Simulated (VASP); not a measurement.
# GaTe3S (Pm-3m) in VASP: single point with PBE

Aim: the single point of GaTe3S with PBE.

Everything below comes from runs of VASP 6.6.1. Logs are shortened: lines on timing, memory, paths and dates and some standing lists are left out, and cuts for length are marked.

### Step 1. The cell of the first run

Symmetry: Pm-3m, No. 221, cubic system. Conventional cell: a = 5.260 Å, b = 5.260 Å, c = 5.260 Å, α = 90.00°, β = 90.00°, γ = 90.00°. Within 4.9 Å of Ga (site symmetry m-3m) lie 12 Te at 3.72 Å and 8 S at 4.56 Å. Te (site symmetry 4/mmm) has 2 S at 2.63 Å within 3.5 Å. S (site symmetry m-3m) has 6 Te at 2.63 Å within 3.5 Å.

### Step 2. Single point, PBE

Input file INCAR:

```
PREC = Accurate ; ENCUT = 520
EDIFF = 1E-6 ; ISMEAR = 0
SIGMA = 0.1 ; LREAL = F
LASPH = T ; NELM = 60
ALGO = Normal ; ISIF = 2
LWAVE = F ; LCHARG = F
GGA = PE ; NBANDS = 26
```

Input file KPOINTS:

```
Automatic mesh
0
Gamma
  4 4 4
```

Input file POSCAR:

```
GaTe3S
1.0
    5.2603901900      0.0000000000      0.0000000000
    0.0000000000      5.2603901900      0.0000000000
    0.0000000000      0.0000000000      5.2603901900
Ga Te S
1 3 1
Direct
    0.0000000000      0.0000000000      0.0000000000
    0.0000000000      0.5000000000      0.5000000000
    0.5000000000      0.0000000000      0.5000000000
    0.5000000000      0.5000000000      0.0000000000
    0.5000000000      0.5000000000      0.5000000000
```

Potentials or basis: VASP PAW PBE potentials, release 64 (Ga_d, Te, S).

Launch:

```bash
$ cat potpaw_PBE.64/Ga_d/POTCAR potpaw_PBE.64/Te/POTCAR potpaw_PBE.64/S/POTCAR > POTCAR
$ mpirun -np 1 vasp_std > vasp.out
```

OUTCAR:

```text
PREC = Accurate
   ENCUT = 520
   EDIFF = 1E-6
   ISMEAR = 0
   LREAL = F
   LASPH = T
   NELM = 60
   ISIF = 2
   GGA = PE

 ion  position               nearest neighbor table
   1  0.000  0.000  0.000-
   2  0.000  0.500  0.500-   5 2.63   5 2.63
   3  0.500  0.000  0.500-   5 2.63   5 2.63
   4  0.500  0.500  0.000-   5 2.63   5 2.63
   5  0.500  0.500  0.500-   2 2.63   3 2.63   4 2.63   4 2.63   3 2.63   2 2.63

  LATTYP: Found a simple cubic cell.
 ALAT       =     5.2603901900

  Lattice vectors:

 A1 = (   5.2603901900,   0.0000000000,   0.0000000000)
 A2 = (   0.0000000000,   5.2603901900,   0.0000000000)
 A3 = (   0.0000000000,   0.0000000000,   5.2603901900)

Analysis of symmetry for initial positions (statically):
=====================================================================
 Subroutine PRICEL returns:
 Original cell was already a primitive cell.

 Routine SETGRP: Setting up the symmetry group for a
 simple cubic supercell.

 Subroutine GETGRP returns: Found 48 space group operations
 (whereof 48 operations were pure point group operations)
 out of a pool of 48 trial point group operations.

The static configuration has the point symmetry O_h .

Analysis of symmetry for dynamics (positions and initial velocities):
=====================================================================
 Subroutine PRICEL returns:
 Original cell was already a primitive cell.

 Routine SETGRP: Setting up the symmetry group for a
 simple cubic supercell.

 Subroutine GETGRP returns: Found 48 space group operations
 (whereof 48 operations were pure point group operations)
 out of a pool of 48 trial point group operations.

The dynamic configuration has the point symmetry O_h .

 Subroutine INISYM returns: Found 48 space group operations
 (whereof 48 operations are pure point group operations),
 and found     1 'primitive' translations

----------------------------------------------------------------------------------------

                                     Primitive cell

  volume of cell :     145.5640

  direct lattice vectors                    reciprocal lattice vectors
     5.260390190  0.000000000  0.000000000     0.190099967  0.000000000  0.000000000
     0.000000000  5.260390190  0.000000000     0.000000000  0.190099967  0.000000000
     0.000000000  0.000000000  5.260390190     0.000000000  0.000000000  0.190099967

  length of vectors
     5.260390190  5.260390190  5.260390190     0.190099967  0.190099967  0.190099967

  position of ions in fractional coordinates (direct lattice)
     0.000000000  0.000000000  0.000000000
     0.000000000  0.500000000  0.500000000
     0.500000000  0.000000000  0.500000000
     0.500000000  0.500000000  0.000000000
     0.500000000  0.500000000  0.500000000

  ion indices of the primitive-cell ions
   primitive index   ion index
                 1           1
                 2           2
                 3           3
                 4           4
                 5           5

----------------------------------------------------------------------------------------

 KPOINTS: Automatic mesh

Automatic generation of k-mesh.
 Grid dimensions read from file:
 generate k-points for:    4    4    4

 Generating k-lattice:

  Cartesian coordinates                     Fractional coordinates (reciprocal lattice)
     0.047524992  0.000000000  0.000000000     0.250000000  0.000000000  0.000000000
     0.000000000  0.047524992  0.000000000     0.000000000  0.250000000  0.000000000
     0.000000000  0.000000000  0.047524992     0.000000000  0.000000000  0.250000000

  Length of vectors
     0.047524992  0.047524992  0.047524992

  Shift w.r.t. Gamma in fractional coordinates (k-lattice)
     0.000000000  0.000000000  0.000000000

 Subroutine IBZKPT returns following result:
 ===========================================

 Found     10 irreducible k-points:

 Following reciprocal coordinates:
            Coordinates               Weight
  0.000000  0.000000  0.000000      1.000000
  0.250000  0.000000  0.000000      6.000000
  0.500000  0.000000  0.000000      3.000000
  0.250000  0.250000  0.000000     12.000000
  0.500000  0.250000  0.000000     12.000000
  0.500000  0.500000  0.000000      3.000000
  0.250000  0.250000  0.250000      8.000000
  0.500000  0.250000  0.250000     12.000000
  0.500000  0.500000  0.250000      6.000000
  0.500000  0.500000  0.500000      1.000000
   k-points           NKPTS =     10   k-points in BZ     NKDIM =     10   number of bands    NBANDS=     26
   number of dos      NEDOS =    301   number of ions     NIONS =      5
   total plane-waves  NPLWV =  64000
   dimension x,y,z NGX =    40 NGY =   40 NGZ =   40
   dimension x,y,z NGXF=    80 NGYF=   80 NGZF=   80
   ions per type =               1   3   1
   NGX,Y,Z   is equivalent  to a cutoff of  12.64, 12.64, 12.64 a.u.
   NGXF,Y,Z  is equivalent  to a cutoff of  25.28, 25.28, 25.28 a.u.
 SYSTEM =  unknown system
   PREC   = accura    normal or accurate (medium, high low for compatibility)
   ISTART =      0    job   : 0-new  1-cont  2-samecut
   ICHARG =      2    charge: 1-file 2-atom 10-const
   ISPIN  =      1    spin polarized calculation?
   LNONCOLLINEAR =      F non collinear calculations
   LSORBIT =      F    spin-orbit coupling
   LASPH  =      T    aspherical Exc in radial PAW
   ENCUT  =  520.0 eV  38.22 Ry    6.18 a.u.   9.78  9.78  9.78*2*pi/ulx,y,z
   NELM   =     60;   NELMIN=  2; NELMDL= -5     # of ELM steps
   EDIFF  = 0.1E-05   stopping-criterion for ELM
   LREAL  =      F    real-space projection
   EDIFFG = 0.1E-04   stopping-criterion for IOM
   NSW    =      0    number of steps for IOM
   IBRION =     -1    ionic relax: 0-MD 1-quasi-New 2-CG
   NFREE  =      0    steps in history (QN), initial steepest desc. (CG)
   ISIF   =      2    stress and relaxation
   ISYM   =      2    0-nonsym 1-usesym 2-fastsym
   POTIM  = 0.5000    time-step for ionic-motion
   TEBEG  =    0.0;   TEEND  =   0.0 temperature during run
   PSTRESS=    0.0 pullay stress
   NELECT =      37.0000    total number of electrons
   NUPDOWN=      -1.0000    fix difference up-down
   EMIN   =  10.00;   EMAX   =-10.00  energy-range for DOS
   EFERMI =   0.00;   METHOD = LEGACY
   ISMEAR =     0;   SIGMA  =   0.10  broadening in eV -4-tet -1-fermi 0-gaus
   EFERMI_NEDOS =   21; number of points for ismear=-14 and -15
   IALGO  =     38    algorithm
   IMIX   =      4    mixing-type and parameters
     AMIX     =   0.40;   BMIX     =  1.00
     AMIX_MAG =   1.60;   BMIX_MAG =  1.00
  volume/ion in A,a.u.               =      29.11       196.46
  Fermi-wavevector in a.u.,A,eV,Ry     =   1.037029  1.959700 14.632094  1.075429
  Thomas-Fermi vector in A             =   2.171447
   LORBIT       =      0    0 simple, 1 ext, 2 COOP (PROOUT), +10 PAW based schemes
   GGA     = PE    functional components
   LHFCALC =     F    Hartree Fock is set to
   AEXX    =    0.0000 exact exchange contribution
   IVDW    =     0    specifies the selected vdW correction
   LEPSILON=     F    determine dielectric tensor
   LRPA    =     F    only Hartree local field effects (RPA)
 non-spin polarized calculation
 Gauss-broadening in eV      SIGMA  =   0.10
  energy-cutoff  :      520.00
  volume of cell :      145.56
 maximum number of plane-waves:      3952
 NGX is ok and might be reduce to    40
   NGX = 19   NGY = 19   NGZ = 19

 number of electron      36.9999992 magnetization

 Free energy of the ion-electron system (eV)
  ---------------------------------------------------
  ext. energy  EPLUGINS =         0.00000000
  ---------------------------------------------------
  free energy    TOTEN  =       -14.65937013 eV

  energy without entropy =      -14.62902165  energy(sigma->0) =      -14.64419589

 E-fermi :   5.0488     XC(G=0):  -9.3200

 val. band max:        5.0291081792   @ k =   0.5000   0.5000   0.5000
 cond. band min:       5.0517546559   @ k =   0.5000   0.2500   0.2500
 fundamental gap:      0.0226464767
 Fermi energy:         5.0488373275

 k-point     1 :       0.0000    0.0000    0.0000
  band No.  band energies     occupation
      1      -9.9979      2.00000
      2      -9.4502      2.00000
      3      -9.4502      2.00000
      4      -9.4492      2.00000
      5      -9.4492      2.00000
      6      -9.4492      2.00000
[... 18 lines left out ...]
     25       9.3059      0.00000
     26       9.7555      0.00000

 k-point     2 :       0.2500    0.0000    0.0000
  band No.  band energies     occupation
      1      -9.8716      2.00000
      2      -9.4499      2.00000
      3      -9.4496      2.00000
      4      -9.4496      2.00000
      5      -9.4495      2.00000
      6      -9.4492      2.00000
[... 18 lines left out ...]
     25      10.0906      0.00000
     26      10.0908      0.00000

 k-point     3 :       0.5000    0.0000    0.0000
  band No.  band energies     occupation
      1      -9.7237      2.00000
      2      -9.4500      2.00000
      3      -9.4500      2.00000
      4      -9.4495      2.00000
      5      -9.4492      2.00000
      6      -9.4489      2.00000
[... 18 lines left out ...]
     25      10.2104      0.00000
     26      10.2104      0.00000

 k-point     4 :       0.2500    0.2500    0.0000
  band No.  band energies     occupation
      1      -9.7436      2.00000
      2      -9.4496      2.00000
      3      -9.4496      2.00000
      4      -9.4495      2.00000
      5      -9.4490      2.00000
      6      -9.4483      2.00000
[... 18 lines left out ...]
     25      10.0061      0.00000
     26      10.3769      0.00000
[... 90 lines left out ...]
      1      -9.4863      2.00000
      2      -9.4510      2.00000
      3      -9.4503      2.00000
      4      -9.4486      2.00000
      5      -9.4481      2.00000
      6      -9.4127      2.00000
[... 18 lines left out ...]
     25       8.7331      0.00000
     26      11.6879      0.00000

 k-point     9 :       0.5000    0.5000    0.2500
  band No.  band energies     occupation
      1      -9.4600      2.00000
      2      -9.4510      2.00000
      3      -9.4510      2.00000
      4      -9.4482      2.00000
      5      -9.4476      2.00000
      6      -9.2714      2.00000
[... 18 lines left out ...]
     25       8.9610      0.00000
     26      12.6701      0.00000

 k-point    10 :       0.5000    0.5000    0.5000
  band No.  band energies     occupation
      1      -9.4522      2.00000
      2      -9.4522      2.00000
      3      -9.4522      2.00000
      4      -9.4476      2.00000
      5      -9.4476      2.00000
      6      -9.0993      2.00000
[... 18 lines left out ...]
     25       9.2292      0.00000
     26      12.0557      0.00000

------------------------ aborting loop because EDIFF is reached ----------------------------------------

  FORCE on cell =-STRESS in cart. coord.  units (eV):
  Direction    XX          YY          ZZ          XY          YZ          ZX
  --------------------------------------------------------------------------------------
  -------------------------------------------------------------------------------------
  Total        2.2405165      2.2405165      2.2405165      0.0000000      0.0000000     -0.0000000
  in kB       24.6606688     24.6606688     24.6606688      0.0000000      0.0000000     -0.0000000
  external PRESSURE =      24.6606688 kB  Pullay stress =       0.0000000 kB

 VOLUME and BASIS-vectors are now :
 -----------------------------------------------------------------------------
  energy-cutoff  :      520.00
  volume of cell :      145.56
      direct lattice vectors                 reciprocal lattice vectors
     5.260390190  0.000000000  0.000000000     0.190099967  0.000000000  0.000000000
     0.000000000  5.260390190  0.000000000     0.000000000  0.190099967  0.000000000
     0.000000000  0.000000000  5.260390190     0.000000000  0.000000000  0.190099967

 POSITION                                       TOTAL-FORCE (eV/Angst)
 -----------------------------------------------------------------------------------
      0.00000      0.00000      0.00000         0.000000      0.000000      0.000000
      0.00000      2.63020      2.63020         0.000000      0.000000      0.000000
      2.63020      0.00000      2.63020         0.000000      0.000000      0.000000
      2.63020      2.63020      0.00000         0.000000      0.000000      0.000000
      2.63020      2.63020      2.63020         0.000000      0.000000      0.000000
 -----------------------------------------------------------------------------------
    total drift:                                0.000000     -0.000000     -0.000000

  FREE ENERGIE OF THE ION-ELECTRON SYSTEM (eV)
  ---------------------------------------------------
  free  energy   TOTEN  =       -14.6593701335 eV

  energy  without entropy=      -14.6290216518  energy(sigma->0) =      -14.64419589
```

It took 20 s on 1 thread of Intel Xeon 6975P-C (Granite Rapids), shared host; peak memory 0.25 GiB.

What came out:

```
Free energy : -14.6594 eV
Pressure    : 2.5 GPa
```

Caveat: spin-orbit coupling is left out, which moves the levels of the heavy elements.
